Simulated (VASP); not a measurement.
# Os (P6_3/mmc) in VASP: settings compared

Os is run at these levels: LDA, r2SCAN+rVV10; tasks: single point.

All numbers are computed with VASP 6.6.1; they aren't measurements. Logs are shortened: lines on timing, memory, paths and dates and some standing lists are left out, and cuts for length are marked.

## Step 1: The cell of the first run

Symmetry: P6_3/mmc, No. 194, hexagonal system. The conventional cell has a = 2.788 Å, b = 2.788 Å, c = 4.404 Å, α = 90.00°, β = 90.00°, γ = 120.00°. Within 3.6 Å of Os (site symmetry -6m2) lie 12 Os at 2.73 to 2.79 Å.

## Step 2: Single point, LDA

The input, INCAR:

```
SYSTEM = Os
PREC     = Accurate       ! precision mode
ENCUT    = 520            ! plane-wave cutoff, eV
EDIFF    = 1E-7           ! SCF threshold, eV
ISMEAR   = -1             ! smearing method
SIGMA    = 0.05           ! smearing width, eV
LREAL    = .FALSE.        ! projectors in reciprocal space
LASPH    = .TRUE.         ! aspherical terms in the spheres
NELM     = 80             ! most SCF steps
ALGO     = Fast           ! electronic algorithm
ISIF     = 2              ! what is computed and relaxed
LWAVE    = .FALSE.        ! write WAVECAR
LCHARG   = .FALSE.        ! write CHGCAR
GGA      = CA             ! functional
NBANDS   = 15             ! bands
```

The input, KPOINTS:

```
Automatic mesh
0
G
  11 11 6
  0 0 0
```

The input, POSCAR:

```
Os
1.0
    2.7877234178      0.0000000000      0.0000000000
   -1.3938617089      2.4142392985      0.0000000000
    0.0000000000      0.0000000000      4.4044215090
Os
2
Direct
    0.6666666667      0.3333333333      0.7500000000
    0.3333333333      0.6666666667      0.2500000000
```

Potentials or basis: VASP PAW LDA potentials, release 64 (Os).

On the command line:

```
$ cat potpaw_LDA.64/Os/POTCAR > POTCAR
$ mpirun -np 1 vasp_std > vasp.out
```

OUTCAR:

```text
SYSTEM = Os
   PREC = Accurate
   ENCUT = 520
   EDIFF = 1E-7
   ISMEAR = -1
   LREAL = .FALSE.
   LASPH = .TRUE.
   NELM = 80
   ISIF = 2
   GGA = CA

 ion  position               nearest neighbor table
   1  0.667  0.333  0.750-   2 2.73   2 2.73   2 2.73   2 2.73   2 2.73   2 2.73
   2  0.333  0.667  0.250-   1 2.73   1 2.73   1 2.73   1 2.73   1 2.73   1 2.73

  LATTYP: Found a hexagonal cell.
 ALAT       =     2.7877234178
 C/A-ratio  =     1.5799348963

  Lattice vectors:

 A1 = (   2.7877234178,   0.0000000000,   0.0000000000)
 A2 = (  -1.3938617089,   2.4142392985,   0.0000000000)
 A3 = (   0.0000000000,   0.0000000000,   4.4044215090)

Analysis of symmetry for initial positions (statically):
=====================================================================
 Subroutine PRICEL returns:
 Original cell was already a primitive cell.

 Routine SETGRP: Setting up the symmetry group for a
 hexagonal supercell.

 Subroutine GETGRP returns: Found 24 space group operations
 (whereof 12 operations were pure point group operations)
 out of a pool of 24 trial point group operations.

The static configuration has the point symmetry D_3d.
 The point group associated with its full space group is D_6h.

Analysis of symmetry for dynamics (positions and initial velocities):
=====================================================================
 Subroutine PRICEL returns:
 Original cell was already a primitive cell.

 Routine SETGRP: Setting up the symmetry group for a
 hexagonal supercell.

 Subroutine GETGRP returns: Found 24 space group operations
 (whereof 12 operations were pure point group operations)
 out of a pool of 24 trial point group operations.

The dynamic configuration has the point symmetry D_3d.
 The point group associated with its full space group is D_6h.

 Subroutine INISYM returns: Found 24 space group operations
 (whereof 12 operations are pure point group operations),
 and found     1 'primitive' translations

----------------------------------------------------------------------------------------

                                     Primitive cell

  volume of cell :      29.6428

  direct lattice vectors                    reciprocal lattice vectors
     2.787723418  0.000000000  0.000000000     0.358715644  0.207104573  0.000000000
    -1.393861709  2.414239299  0.000000000     0.000000000  0.414209147  0.000000000
     0.000000000  0.000000000  4.404421509     0.000000000  0.000000000  0.227044573

  length of vectors
     2.787723418  2.787723418  4.404421509     0.414209147  0.414209147  0.227044573

  position of ions in fractional coordinates (direct lattice)
     0.666666667  0.333333333  0.750000000
     0.333333333  0.666666667  0.250000000

  ion indices of the primitive-cell ions
   primitive index   ion index
                 1           1
                 2           2

----------------------------------------------------------------------------------------

 KPOINTS: Automatic mesh

Automatic generation of k-mesh.
 Grid dimensions read from file:
 generate k-points for:   11   11    6

 Generating k-lattice:

  Cartesian coordinates                     Fractional coordinates (reciprocal lattice)
     0.032610513  0.018827688  0.000000000     0.090909091  0.000000000  0.000000000
     0.000000000  0.037655377  0.000000000     0.000000000  0.090909091  0.000000000
     0.000000000  0.000000000  0.037840762     0.000000000  0.000000000  0.166666667

  Length of vectors
     0.037655377  0.037655377  0.037840762

  Shift w.r.t. Gamma in fractional coordinates (k-lattice)
     0.000000000  0.000000000  0.000000000

 Subroutine IBZKPT returns following result:
 ===========================================

 Found     64 irreducible k-points:

 Following reciprocal coordinates:
            Coordinates               Weight
  0.000000  0.000000  0.000000      1.000000
  0.090909 -0.000000  0.000000      6.000000
  0.181818 -0.000000  0.000000      6.000000
  0.272727 -0.000000  0.000000      6.000000
  0.363636 -0.000000  0.000000      6.000000
  0.454545  0.000000  0.000000      6.000000
[... 16 lines left out ...]
  0.090909  0.090909  0.166667     12.000000
  0.181818  0.090909  0.166667     24.000000
 [... further k-points ...]
   k-points           NKPTS =     64   k-points in BZ     NKDIM =     64   number of bands    NBANDS=     15
   number of dos      NEDOS =    301   number of ions     NIONS =      2
   total plane-waves  NPLWV =  20736
   dimension x,y,z NGX =    24 NGY =   24 NGZ =   36
   dimension x,y,z NGXF=    48 NGYF=   48 NGZF=   72
   ions per type =               2
   NGX,Y,Z   is equivalent  to a cutoff of  14.31, 14.31, 13.59 a.u.
   NGXF,Y,Z  is equivalent  to a cutoff of  28.62, 28.62, 27.18 a.u.
 SYSTEM =  Os
   PREC   = accura    normal or accurate (medium, high low for compatibility)
   ISTART =      0    job   : 0-new  1-cont  2-samecut
   ICHARG =      2    charge: 1-file 2-atom 10-const
   ISPIN  =      1    spin polarized calculation?
   LNONCOLLINEAR =      F non collinear calculations
   LSORBIT =      F    spin-orbit coupling
   LASPH  =      T    aspherical Exc in radial PAW
   ENCUT  =  520.0 eV  38.22 Ry    6.18 a.u.   5.18  5.18  8.19*2*pi/ulx,y,z
   NELM   =     80;   NELMIN=  2; NELMDL= -5     # of ELM steps
   EDIFF  = 0.1E-06   stopping-criterion for ELM
   LREAL  =      F    real-space projection
   EDIFFG = 0.1E-05   stopping-criterion for IOM
   NSW    =      0    number of steps for IOM
   IBRION =     -1    ionic relax: 0-MD 1-quasi-New 2-CG
   NFREE  =      0    steps in history (QN), initial steepest desc. (CG)
   ISIF   =      2    stress and relaxation
   ISYM   =      2    0-nonsym 1-usesym 2-fastsym
   POTIM  = 0.5000    time-step for ionic-motion
   TEBEG  =    0.0;   TEEND  =   0.0 temperature during run
   PSTRESS=    0.0 pullay stress
   NELECT =      16.0000    total number of electrons
   NUPDOWN=      -1.0000    fix difference up-down
   EMIN   =  10.00;   EMAX   =-10.00  energy-range for DOS
   EFERMI =   0.00;   METHOD = LEGACY
   ISMEAR =    -1;   SIGMA  =   0.05  broadening in eV -4-tet -1-fermi 0-gaus
   EFERMI_NEDOS =   21; number of points for ismear=-14 and -15
   IALGO  =     68    algorithm
   IMIX   =      4    mixing-type and parameters
     AMIX     =   0.40;   BMIX     =  1.00
     AMIX_MAG =   1.60;   BMIX_MAG =  1.00
  volume/ion in A,a.u.               =      14.82       100.02
  Fermi-wavevector in a.u.,A,eV,Ry     =   1.332934  2.518879 24.173636  1.776712
  Thomas-Fermi vector in A             =   2.461831
   LORBIT       =      0    0 simple, 1 ext, 2 COOP (PROOUT), +10 PAW based schemes
   GGA     = CA    functional components
   LHFCALC =     F    Hartree Fock is set to
   AEXX    =    0.0000 exact exchange contribution
   IVDW    =     0    specifies the selected vdW correction
   LEPSILON=     F    determine dielectric tensor
   LRPA    =     F    only Hartree local field effects (RPA)
 non-spin polarized calculation
 RMM-DIIS sequential band-by-band and
  energy-cutoff  :      520.00
  volume of cell :       29.64
 maximum number of plane-waves:       813
 NGX is ok and might be reduce to    24
   NGX = 11   NGY = 11   NGZ = 17

 number of electron      15.9999998 magnetization

 Free energy of the ion-electron system (eV)
  ---------------------------------------------------
  ext. energy  EPLUGINS =         0.00000000
  ---------------------------------------------------
  free energy    TOTEN  =       -25.08993662 eV

  energy without entropy =      -25.07519758  energy(sigma->0) =      -25.08256710

 E-fermi :   8.4635     XC(G=0): -13.8559

 val. band max:        8.4435751995   @ k =   0.3636  -0.0000   0.3333
 cond. band min:       8.5226939399   @ k =   0.2727  -0.0000   0.0000
 fundamental gap:      0.0791187404
 Fermi energy:         8.4634905485

 k-point     1 :       0.0000    0.0000    0.0000
  band No.  band energies     occupation
      1      -1.8323      2.00000
      2       1.2949      2.00000
      3       5.7132      2.00000
      4       5.7132      2.00000
      5       5.9284      2.00000
      6       6.4742      2.00000
      7       6.4742      2.00000
      8       7.0665      2.00000
      9       7.0665      2.00000
     10       8.6600      0.03856
     11      10.0479      0.00000
     12      10.0479      0.00000
     13      16.9090      0.00000
     14      22.6531      0.00000
     15      25.2655      0.00000

 k-point     2 :       0.0909   -0.0000    0.0000
  band No.  band energies     occupation
      1      -1.5203      2.00000
      2       1.5671      2.00000
      3       5.2088      2.00000
      4       5.9835      2.00000
      5       6.2631      2.00000
      6       6.4046      2.00000
      7       6.6467      2.00000
      8       6.7255      2.00000
      9       6.8594      2.00000
     10       7.6027      2.00000
     11      10.1859      0.00000
     12      11.6239      0.00000
     13      16.8710      0.00000
     14      23.2526      0.00000
     15      25.6536      0.00000

 k-point     3 :       0.1818   -0.0000    0.0000
  band No.  band energies     occupation
      1      -0.6535      2.00000
      2       2.2110      2.00000
      3       4.6224      2.00000
      4       5.3082      2.00000
      5       5.8851      2.00000
      6       6.3898      2.00000
      7       6.7654      2.00000
      8       7.0199      2.00000
      9       7.0808      2.00000
     10       7.4461      2.00000
     11      10.4677      0.00000
     12      13.8811      0.00000
     13      16.7040      0.00000
     14      23.8463      0.00000
     15      25.8124      0.00000
[... 343 lines left out ...]
 k-point    23 :       0.0909    0.0909    0.1667
  band No.  band energies     occupation
      1      -0.6351      2.00000
      2       2.1151      2.00000
      3       4.7539      2.00000
      4       5.0979      2.00000
      5       5.8089      2.00000
      6       6.1321      2.00000
      7       6.5649      2.00000
      8       6.8789      2.00000
      9       7.5302      2.00000
     10       7.5852      2.00000
     11      10.2852      0.00000
     12      12.2265      0.00000
     13      18.4142      0.00000
     14      23.7013      0.00000
     15      25.6451      0.00000

 k-point    24 :       0.1818    0.0909    0.1667
  band No.  band energies     occupation
      1       0.3542      2.00000
      2       2.8020      2.00000
      3       4.1315      2.00000
      4       4.3400      2.00000
      5       5.4880      2.00000
      6       6.0508      2.00000
      7       6.5748      2.00000
      8       7.4473      2.00000
      9       8.0109      1.99977
     10       8.3439      1.83243
     11      10.4275      0.00000
     12      13.6477      0.00000
     13      18.4782      0.00000
     14      22.9729      0.00000
     15      24.1335      0.00000

 [... further k-points ...]
[... 5 lines left out ...]
  --------------------------------------------------------------------------------------
  -------------------------------------------------------------------------------------
  Total       -5.2060770     -5.2060770     -5.5803776      0.0000000      0.0000000      0.0000000
  in kB     -281.3858750   -281.3858750   -301.6166362      0.0000000      0.0000000      0.0000000
  external PRESSURE =    -288.1294620 kB  Pullay stress =       0.0000000 kB

 VOLUME and BASIS-vectors are now :
 -----------------------------------------------------------------------------
  energy-cutoff  :      520.00
  volume of cell :       29.64
      direct lattice vectors                 reciprocal lattice vectors
     2.787723418  0.000000000  0.000000000     0.358715644  0.207104573  0.000000000
    -1.393861709  2.414239299  0.000000000     0.000000000  0.414209147  0.000000000
     0.000000000  0.000000000  4.404421509     0.000000000  0.000000000  0.227044573

 POSITION                                       TOTAL-FORCE (eV/Angst)
 -----------------------------------------------------------------------------------
      1.39386      0.80475      3.30332         0.000000     -0.000000      0.000000
     -0.00000      1.60949      1.10111        -0.000000      0.000000      0.000000
 -----------------------------------------------------------------------------------
    total drift:                               -0.000000      0.000000     -0.000000

  FREE ENERGIE OF THE ION-ELECTRON SYSTEM (eV)
  ---------------------------------------------------
  free  energy   TOTEN  =       -25.0899366169 eV

  energy  without entropy=      -25.0751975788  energy(sigma->0) =      -25.08256710
```

Wall time 23 s (1 thread of Intel Xeon Platinum 8259CL at 2.50GHz (Skylake/Cascade Lake), shared host); peak memory 0.15 GiB.

What came out:

| Quantity | Value |
| --- | --- |
| Free energy | -25.0899 eV |
| Pressure | -28.8 GPa |
| Band gap on the k mesh | zero (band 8 reaches 10.39 eV, above the bottom of band 9 at 6.86 eV) |

Stress tensor (GPa, compression positive):
```
-28.14   0.00   0.00
  0.00 -28.14   0.00
  0.00   0.00 -30.16
```

Levels at points of the mesh, in eV from the Fermi level:
```tsv
k point	band 4	band 5	band 6	band 7	band 8	band 9	band 10	band 11	band 12	band 13
(0.00, 0.00, 0.00)	-2.75	-2.54	-1.99	-1.99	-1.40	-1.40	0.20	1.58	1.58	8.45
(0.00, 0.00, 0.50)	-3.24	-2.93	-2.93	-2.93	-2.93	0.84	0.84	0.84	0.84	13.85
```

Caveat: spin-orbit coupling is left out, which moves the levels of the heavy elements.

(Continued in part 2 of 2.)
